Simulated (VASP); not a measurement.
**Re: electric field gradients with PBE**

The system is Re.

```
CELL_PARAMETERS angstrom
0.00000 1.98808 1.98808
1.98808 0.00000 1.98808
1.98808 1.98808 0.00000
ATOMIC_POSITIONS crystal
Re 0.00000 0.00000 0.00000
```

This isn't the form of Re at room conditions, which is hcp.

```
Program                : VASP 6.6.1
Task                   : electric field gradients
Functional             : PBE
Potentials or basis    : VASP PAW PBE potentials, release 64 (Re)
Cutoff                 : 520 eV
k mesh                 : 14 × 14 × 14
Occupations            : fermi-dirac, width 0.03 eV
Spin                   : no spin polarisation
Dipole correction      : no
Further INCAR settings : ALGO = Normal; EDIFF = 1e-08; NBANDS = 10
```

```
Pressure                                : -16.0 GPa
Band gap on the k mesh                  : zero (an odd number of electrons rules out a gap without spin polarisation)
Largest electric field gradient by atom : zero within the noise of the run
```

Levels at points of the mesh, in eV from the Fermi level:
```csv
k point,band 1,band 2,band 3,band 4,band 5,band 6,band 7,band 8
"(0.00, 0.00, 0.00)",-9.64,-1.72,-1.72,-1.72,1.16,1.16,13.87,19.16
"(0.50, 0.00, 0.00)",-6.38,-1.90,-1.90,0.15,3.47,3.47,9.06,13.36
"(0.50, 0.50, 0.00)",-6.24,-5.42,2.56,3.41,4.13,4.13,11.78,11.78
```

Wall time 7.9 s on 1 thread of Intel(R) Xeon(R) 6975P-C (Granite Rapids), with other jobs on the host, peak memory 0.15 GiB.

Caveat: the cell stands under tension; spin-orbit coupling is left out, which moves the levels of the heavy elements.
